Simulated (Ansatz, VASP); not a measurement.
# Two plane-wave programs on NaF

```
Na F
1.0
     0.00000    2.29717    2.29717
     2.18530    0.00000    2.29717
     2.18530    2.29717    0.00000
Na F
1 1
Direct
  0.00000 0.00000 0.00000
  0.50000 0.50000 0.50000
```

Change from the starting cell: uniaxial_x strain -4.9%.

Alike in both runs: task single point; functional r2SCAN; k mesh 10 × 10 × 10; no spin polarisation.

|  | VASP | Ansatz |
| --- | --- | --- |
| version | VASP 6.6.1 | Ansatz 0.2.0 |
| potentials or method | VASP PAW PBE potentials, release 64 (Na_pv, F) | plane waves, PAW |
| plane-wave cutoff (eV) | 520 | 500 |
| occupations | gaussian, width 0.01 eV | fixed |
| valence electrons in the cell | 14 | 16 |

VASP gave:

```
gap on the k mesh at the Fermi level (eV)                     : 7.60
pressure (GPa)                                                : 2.8
traceless stress, the component that is largest in VASP (GPa) : 4.78
```

Problem. Which values does Ansatz return?

Solution. gap on the k mesh at the Fermi level (eV): 7.56; pressure (GPa): 3.5; traceless stress, the component that is largest in VASP (GPa): 4.56.

VASP's potentials were made for PBE, not for r2SCAN. VASP's potentials hold 14 valence electrons a cell and Ansatz's 16, so a difference there can come from the potentials and not from the codes.
